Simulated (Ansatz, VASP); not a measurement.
# One calculation of Cd3F, two programs

File INCAR:

```
  PREC = Accurate
  ENCUT = 520
  EDIFF = 1E-6
  ISMEAR = 0
  SIGMA = 0.1
  LREAL = F
  LASPH = T
  NELM = 80
  ALGO = Normal
  ISIF = 2
  LWAVE = F
  LCHARG = F
  GGA = PE
  NBANDS = 53
```

Contents of KPOINTS:

```
regular mesh
0
Gamma
  4 4 4
```

File POSCAR:

```
Cd3F
1.0
    5.3082021200      0.0000000000      0.0000000000
    0.0000000000      5.3082021200      0.0000000000
    0.0000000000      0.0000000000      5.3082021200
Cd F
6 2
Direct
    0.2500000000      0.0000000000      0.5000000000
    0.7500000000      0.0000000000      0.5000000000
    0.0000000000      0.5000000000      0.2500000000
    0.0000000000      0.5000000000      0.7500000000
    0.5000000000      0.7500000000      0.0000000000
    0.5000000000      0.2500000000      0.0000000000
    0.0000000000      0.0000000000      0.0000000000
    0.5000000000      0.5000000000      0.5000000000
```

Input for Ansatz:

```yaml
crystal:
  lattice:
    - [5.30820212, 0.0, 0.0]
    - [0.0, 5.30820212, 0.0]
    - [0.0, 0.0, 5.30820212]
  atoms:
    - { symbol: Cd, position: [0.25, 0.0, 0.5] }
    - { symbol: Cd, position: [0.75, 0.0, 0.5] }
    - { symbol: Cd, position: [0.0, 0.5, 0.25] }
    - { symbol: Cd, position: [0.0, 0.5, 0.75] }
    - { symbol: Cd, position: [0.5, 0.75, 0.0] }
    - { symbol: Cd, position: [0.5, 0.25, 0.0] }
    - { symbol: F, position: [0.0, 0.0, 0.0] }
    - { symbol: F, position: [0.5, 0.5, 0.5] }
basis:
  ecutwfc: 420
kpoints:
  mp_grid: { grid: [4, 4, 4] }
hamiltonian:
  xc: pbe
scf:
  occupations: { method: gaussian, width: 0.1 }
  lower_state_search: "off"
output:
  forces: true
  stress: true
  eigenvalues: true
```

Change from the starting cell: species swapped into the Mo3Os type (Pm-3n, No. 223).

Alike in both runs: task single point; functional PBE; k mesh 4 × 4 × 4; occupations gaussian, width 0.1 eV; no spin polarisation.

|  | VASP | Ansatz |
| --- | --- | --- |
| version | VASP 6.6.1 | Ansatz 0.2.0 |
| potentials or method | VASP PAW PBE potentials, release 64 (Cd, F), cutoff 520 eV | scalar-relativistic, plane waves, PAW |
| valence electrons in the cell | 86 | 134 |

```tsv
	VASP	Ansatz	Ansatz less VASP
gap on the k mesh at the Fermi level (eV)	none	none	-
pressure (GPa)	6.0	5.7	-0.37
```

A gap of «none» marks a metal or a gap that the smearing closes. VASP's potentials hold 86 valence electrons a cell and Ansatz's 134, so a difference there can come from the potentials and not from the codes.
